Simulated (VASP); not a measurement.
A run of VASP 6.6.1:

The input POSCAR:

```
Sb
1.0
    3.1224020000      0.0000000000      0.0000000000
    0.0000000000      4.3475180000      0.0000000000
   -0.0389150000      0.0000000000      4.4058520000
Sb
2
Direct
    0.0113890000      0.2500000000      0.2411660000
    0.9886110000      0.7500000000      0.7588340000
```

File INCAR.step1:

```
PREC = Accurate ; ENCUT = 600
EDIFF = 1E-5 ; ISMEAR = -1
SIGMA = 0.05 ; LREAL = F
LASPH = T ; NELM = 100
ALGO = Normal ; LWAVE = T
LCHARG = F ; GGA = PE
NBANDS = 12
```

The input INCAR.step2:

```
PREC = Accurate ; ENCUT = 600
EDIFF = 1E-7 ; ISMEAR = -1
SIGMA = 0.05 ; LREAL = F
LASPH = T ; NELM = 100
ALGO = Normal ; ISIF = 3
LWAVE = F ; LCHARG = F
GGA = PS ; LHFCALC = T
AEXX = 0.25 ; HFSCREEN = 0.207
PRECFOCK = Normal ; IBRION = 2
NSW = 60 ; EDIFFG = -0.01
ISTART = 1
```

File KPOINTS:

```
Automatic mesh
0
Gamma
  5 3 3
```

Potentials or basis: VASP PAW PBE potentials, release 64 (Sb).

Command:

```sh
$ cat potpaw_PBE.64/Sb/POTCAR > POTCAR
$ cp INCAR.step1 INCAR
$ mpirun -np 1 vasp_std > vasp.out
$ cp INCAR.step2 INCAR
$ mpirun -np 1 vasp_std > vasp.out
```

Hardware: 1 thread of Intel(R) Xeon(R) 6975P-C (Granite Rapids), with other jobs on the host.

Task: How long does it take, and how much memory?

Result: It took 58 min on 1 thread of Intel(R) Xeon(R) 6975P-C (Granite Rapids), on a shared host, peak memory 0.29 GiB. Counts: k points 16, ion steps 25.
